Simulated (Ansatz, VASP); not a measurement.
**Ag: VASP beside Ansatz**

File INCAR:

```
ALGO = Normal
EDIFF = 1E-8
ENCUT = 520
GGA = PE
ISIF = 2
ISMEAR = -1
LASPH = T
LCHARG = F
LEFG = T
LREAL = F
LWAVE = F
NBANDS = 18
NELM = 100
PREC = Accurate
SIGMA = 0.05
```

File KPOINTS:

```
k-points
0
Gamma
  14 14 8
```

The input POSCAR:

```
Ag
1.0
    2.9299980804      0.0000000000      0.0000000000
   -1.4649990402      2.5374527707      0.0000000000
    0.0000000000      0.0000000000      4.7900000000
Ag
2
Direct
    0.3333333333      0.6666666667      0.2500000000
    0.7076223249      0.3333333333      0.7500000000
```

Input for Ansatz:

```yaml
crystal:
  lattice:
    - [2.9299980804, 0.0, 0.0]
    - [-1.4649990402, 2.5374527707, 0.0]
    - [0.0, 0.0, 4.79]
  atoms:
    - { symbol: Ag, position: [0.3333333333, 0.6666666667, 0.25] }
    - { symbol: Ag, position: [0.7076223249, 0.3333333333, 0.75] }
kpoints:
  mp_grid: { grid: [14, 14, 8] }
scf:
  occupations: { method: fermi_dirac, width: 0.05 }
hamiltonian:
  xc: pbe
  pseudopotentials: { kind: all_electron, datasets: crystal }
output:
  forces: true
  stress: true
  eigenvalues: true
  efg: { contact_densities: true }
```

Alike in both runs: task electric field gradients; functional PBE; k mesh 14 × 14 × 8; occupations fermi-dirac, width 0.05 eV; no spin polarisation.

|  | VASP | Ansatz |
| --- | --- | --- |
| version | VASP 6.6.1 | Ansatz 0.2.0 |
| potentials or method | VASP PAW PBE potentials, release 64 (Ag), cutoff 520 eV | all-electron PAW with datasets made for the crystal, scalar-relativistic |

```csv
,VASP,Ansatz,Ansatz less VASP
pressure (GPa),0.5,0.6,+0.11
"traceless stress, the component that is largest in VASP (GPa)",0.55,0.55,+0.002
rms of the force components (eV/Å),0.060,0.060,+0.0003
size of Vzz on the site where it differs most (V/Å²),3.5,4.1,+0.63
```

Atom by atom the forces differ by 0.000 eV/Å (rms over components). Ansatz ran all-electron here, and VASP with PAW potentials.
